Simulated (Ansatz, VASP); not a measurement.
Mn2Te3S in VASP and in Ansatz

```
Mn Te S
1.0
     5.46825    0.00000    0.00000
    -2.73413    4.73565    0.00000
     0.00000    0.00000    9.54828
Mn Te S
2 3 1
Cartesian
  0.0000 0.0000 2.5073
  0.0000 0.0000 7.0410
  0.0000 0.0000 0.0000
  0.0000 3.1571 4.7741
  2.7341 1.5785 4.7741
  0.0000 0.0000 4.7741
```

Alike in both runs: functional PBE; k mesh 3 × 3 × 1; occupations gaussian, width 0.15 eV; collinear spin.

Ansatz relaxed the structure, and its values are those at the end. VASP's run is a single point on that final structure, the one shown.

|  | VASP | Ansatz |
| --- | --- | --- |
| version | VASP 6.6.1 | Ansatz 0.2.0 |
| potentials or method | VASP PAW PBE potentials, release 64 (Mn_pv, Te, S), cutoff 520 eV | scalar-relativistic, plane waves, PAW |
| valence electrons in the cell | 50 | 84 |

VASP gave:

```
gap on the k mesh at the Fermi level (eV)                     : none
pressure (GPa)                                                : -0.1
rms of the force components (eV/Å)                            : 0.003
net moment per atom (μB)                                      : 1.58
size of the moment on the site where the two differ most (μB) : 4.21
```

**Question.** What did Ansatz give for the same quantities?

**Answer.** gap on the k mesh at the Fermi level (eV): none; pressure (GPa): -0.1; rms of the force components (eV/Å): 0.008; net moment per atom (μB): 1.58; size of the moment on the site where the two differ most (μB): 3.94.

Site moments also hang on the region over which each program counts them. A gap of «none» marks a metal or a gap that the smearing closes. The functional is the same, so the differences come from potentials, cutoffs and numerics. VASP's potentials hold 50 valence electrons a cell and Ansatz's 84, so a difference there can come from the potentials and not from the codes.

The k mesh is coarse, so the values compare programs but aren't converged. Neither program's run includes spin-orbit coupling.
